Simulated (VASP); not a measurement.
# LiMg8 in VASP: notebook, part 2 of 2

VASP 6.6.1.

### 3 Single point, LDA

File INCAR:

```
SYSTEM = LiMg8
ALGO = Normal
DIPOL = 0.5 0.5 0.328
EDIFF = 1E-6
ENCUT = 520
GGA = CA
IDIPOL = 3
ISIF = 2
ISMEAR = 0
LASPH = .True.
LCHARG = .False.
LDIPOL = .True.
LREAL = .False.
LWAVE = .False.
NBANDS = 20
NELM = 80
PREC = Accurate
SIGMA = 0.1
```

File KPOINTS:

```
k-points
0
Gamma
  4 5 1
  0 0 0
```

File POSCAR:

```
LiMg8
1.0
    6.2932257366      0.0000000000      0.0000000000
    0.0000000000      5.0388886594      0.0000000000
    0.0000000000      0.0000000000     19.0846137325
Mg Li
8 1
Direct
    0.0000000000      0.7500000000      0.2095929242
    0.5000000000      0.7500000000      0.2095929242
    0.2500000000      0.2500000000      0.2571887995
    0.7500000000      0.2500000000      0.2571887995
    0.2500000000      0.7500000000      0.3565915112
    0.7500000000      0.7500000000      0.3565915112
    0.0000000000      0.2500000000      0.3974203428
    0.5000000000      0.2500000000      0.3974203428
    0.0000000000      0.5000000000      0.5133128679
```

Potentials or basis: VASP PAW LDA potentials, release 64 (Mg, Li_sv).

On the command line:

```console
$ cat potpaw_LDA.64/Mg/POTCAR potpaw_LDA.64/Li_sv/POTCAR > POTCAR
$ mpirun -np 1 vasp_std > vasp.out
```

It took 2 min on 1 thread of Intel Xeon Platinum 8488C (Sapphire Rapids), shared host; peak memory 0.47 GiB.

The run converged. Its results:

- Free energy: -13.2288 eV
- Largest force: 0.731 eV/Å
- Band gap on the k mesh: zero (an odd number of electrons rules out a gap without spin polarisation)

Forces on the atoms (eV/Å):
```
Mg   0.000  0.001  0.255
Mg   0.000  0.005  0.291
Mg  -0.001 -0.008 -0.150
Mg   0.001 -0.008 -0.150
Mg  -0.003 -0.043  0.098
Mg   0.003 -0.043  0.098
Mg   0.000 -0.434 -0.588
Mg   0.000  0.052  0.151
Li   0.000  0.477 -0.005
```

Levels at points of the mesh, in eV from the Fermi level:
| k point | band 8 | band 9 | band 10 | band 11 | band 12 | band 13 |
| --- | --- | --- | --- | --- | --- | --- |
| (0.00, 0.00, 0.00) | -0.67 | -0.31 | -0.12 | 0.21 | 1.11 | 1.52 |
| (0.50, 0.00, 0.00) | 0.02 | 0.06 | 0.70 | 0.78 | 0.81 | 1.45 |

### 4 Single point, LDA

File INCAR:

```
ALGO = Normal
DIPOL = 0.5 0.5 0.330
EDIFF = 1E-6
ENCUT = 520
IDIPOL = 3
ISIF = 2
ISMEAR = 0
LASPH = True
LCHARG = False
LDIPOL = True
LREAL = False
LWAVE = False
NBANDS = 20
NELM = 100
PREC = Accurate
SIGMA = 0.1
```

File KPOINTS:

```
k-points
0
Gamma
  4 5 1
```

POSCAR, as its differences from that of step 3:

```diff
@@ -16,2 +16,2 @@
     0.5000000000      0.2500000000      0.3974203428
-    0.0000000000      0.5000000000      0.5133128679
+    0.1250000000      0.2500000000      0.5279231296
```

Potentials or basis: VASP PAW LDA potentials, release 64 (Mg, Li_sv).

On the command line:

```console
$ cat potpaw_LDA.64/Mg/POTCAR potpaw_LDA.64/Li_sv/POTCAR > POTCAR
$ mpirun -np 1 vasp_std > vasp.out
```

OUTCAR:

```text
EDIFF = 1E-6
   ENCUT = 520
   ISIF = 2
   ISMEAR = 0
   LASPH = True
   LREAL = False
   NELM = 100
   PREC = Accurate

 ion  position               nearest neighbor table
   1  0.000  0.750  0.210-   3 3.11   4 3.11   3 3.11   4 3.11   2 3.15   2 3.15   6 3.22   5 3.22

   2  0.500  0.750  0.210-   3 3.11   4 3.11   3 3.11   4 3.11   1 3.15   1 3.15   6 3.22   5 3.22

   3  0.250  0.250  0.257-   7 3.10   8 3.10   1 3.11   2 3.11   1 3.11   2 3.11   4 3.15   4 3.15
                             5 3.15   5 3.15
   4  0.750  0.250  0.257-   7 3.10   8 3.10   1 3.11   2 3.11   1 3.11   2 3.11   3 3.15   3 3.15
                             6 3.15   6 3.15
   5  0.250  0.750  0.357-   7 3.07   8 3.07   7 3.07   8 3.07   6 3.15   6 3.15   3 3.15   3 3.15
                             1 3.22   2 3.22
   6  0.750  0.750  0.357-   7 3.07   8 3.07   7 3.07   8 3.07   5 3.15   5 3.15   4 3.15   4 3.15
[... 423 lines left out ...]
  energy-cutoff  :      520.00
  volume of cell :      605.19
      direct lattice vectors                 reciprocal lattice vectors
     6.293225737  0.000000000  0.000000000     0.158901022  0.000000000  0.000000000
     0.000000000  5.038888659  0.000000000     0.000000000  0.198456459  0.000000000
     0.000000000  0.000000000 19.084613732     0.000000000  0.000000000  0.052398231

 POSITION                                       TOTAL-FORCE (eV/Angst)
 -----------------------------------------------------------------------------------
      0.00000      3.77917      4.00000         0.010150      0.000000      0.267073
      3.14661      3.77917      4.00000        -0.008214      0.000000      0.293605
      1.57331      1.25972      4.90835        -0.004086      0.000000     -0.163616
      4.71992      1.25972      4.90835         0.003825      0.000000     -0.132110
      1.57331      3.77917      6.80541         0.004822      0.000000      0.111716
      4.71992      3.77917      6.80541        -0.007860      0.000000      0.053126
      0.00000      1.25972      7.58461        -0.192807      0.000000     -0.554630
      3.14661      1.25972      7.58461        -0.026636      0.000000      0.136429
      0.78665      1.25972     10.07521         0.220807      0.000000     -0.011593
 -----------------------------------------------------------------------------------
    total drift:                                0.000063      0.000000      0.000100

  FREE ENERGIE OF THE ION-ELECTRON SYSTEM (eV)
  ---------------------------------------------------
  free  energy   TOTEN  =       -13.0312883179 eV

  energy  without entropy=      -13.0132588232  energy(sigma->0) =      -13.02227357

 vacuum level on the upper side and lower side of the slab         0.512         2.229
```

OSZICAR:

```text
N       E                     dE             d eps       ncg     rms          rms(c)
DAV:   1     0.409562593753E+02    0.40956E+02   -0.49045E+03   360   0.587E+02
DAV:   2    -0.837720466959E+01   -0.49333E+02   -0.46307E+02   488   0.970E+01
DAV:   3    -0.131834787400E+02   -0.48063E+01   -0.47278E+01   600   0.236E+01
[... 14 lines left out ...]
DAV:  18    -0.130312553816E+02   -0.53760E-04   -0.72918E-06   444   0.621E-03    0.293E-03
DAV:  19    -0.130312839578E+02   -0.28576E-04   -0.95955E-06   372   0.599E-03    0.249E-03
DAV:  20    -0.130312869135E+02   -0.29558E-05   -0.55241E-07   408   0.265E-03    0.795E-04
DAV:  21    -0.130312882881E+02   -0.13745E-05   -0.49112E-07   328   0.175E-03    0.327E-04
DAV:  22    -0.130312883179E+02   -0.29818E-07   -0.46635E-08   344   0.924E-04
   1 F= -.13031288E+02 E0= -.13022274E+02  d E =-.180295E-01
```

It took 1.9 min on 1 thread of Intel Xeon Platinum 8488C (Sapphire Rapids), shared host; peak memory 0.47 GiB.

What came out:

* Free energy: -13.0313 eV
* Largest force: 0.587 eV/Å
* Band gap on the k mesh: zero (an odd number of electrons rules out a gap without spin polarisation)

Forces in eV/Å, atoms in the order of the input:
```
Mg   0.010  0.000  0.267
Mg  -0.008  0.000  0.294
Mg  -0.004  0.000 -0.164
Mg   0.004  0.000 -0.132
Mg   0.005  0.000  0.112
Mg  -0.008  0.000  0.053
Mg  -0.193  0.000 -0.555
Mg  -0.027  0.000  0.136
Li   0.221  0.000 -0.012
```

### 5 Summary

```csv
task,cell,atoms held fixed (from 0),atoms held along some axes (from 0),gap on the mesh (eV),largest force (eV/Å)
relaxation of the atoms,"atoms relaxed, atomic positions A","[0, 1, 2, 3, 4, 5, 6, 7]",atom 8 along a and b,none,-
single point,"as given, atomic positions B",-,-,none,0.73
single point,"as given, atomic positions C",-,-,none,0.59
```

Alike in all rows: level LDA; potentials or basis VASP PAW LDA potentials, release 64 (Mg, Li_sv); no spin polarisation; k mesh 4 × 5 × 1; cutoff (eV) 520; smearing gaussian 0.1 eV.

Absolute energies hang on the potentials; compare differences alone.
